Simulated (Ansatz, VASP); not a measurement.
## One calculation of Cu2H3, two programs

```
Cu H
1.0
     2.48357    1.43389    2.00557
    -2.48357    1.43389    2.00557
     0.00000   -2.86779    2.00557
Cu H
2 3
Cartesian
  0.0000 0.0000 1.5643
  0.0000 0.0000 4.4524
  -0.6209 -1.7924 2.0056
  1.8627 0.3585 2.0056
  -1.2418 1.4339 2.0056
```

Change from the starting cell: species swapped into the Ni3Se2 type (R32, No. 155).

Alike in both runs: task relaxation of cell and atoms; functional PBE; k mesh 6 × 6 × 6; occupations gaussian, width 0.1 eV; no spin polarisation.

|  | VASP | Ansatz |
| --- | --- | --- |
| version | VASP 6.6.1 | Ansatz 0.2.0 |
| potentials or method | VASP PAW PBE potentials, release 64 (Cu, H), cutoff 600 eV | scalar-relativistic, plane waves, PAW |
| valence electrons in the cell | 25 | 41 |

```tsv
	VASP	Ansatz	Ansatz less VASP
gap on the k mesh at the Fermi level, each at its own relaxed structure (eV)	none	none	-
relaxed volume (Å³/atom)	7.62	7.56	-0.059
relaxed length of the cell vector where the two differ most in proportion (Å)	3.399	3.391	-0.0079
```

A gap of «none» marks a metal or a gap that the smearing closes. VASP's potentials hold 25 valence electrons a cell and Ansatz's 41, so a difference there can come from the potentials and not from the codes.
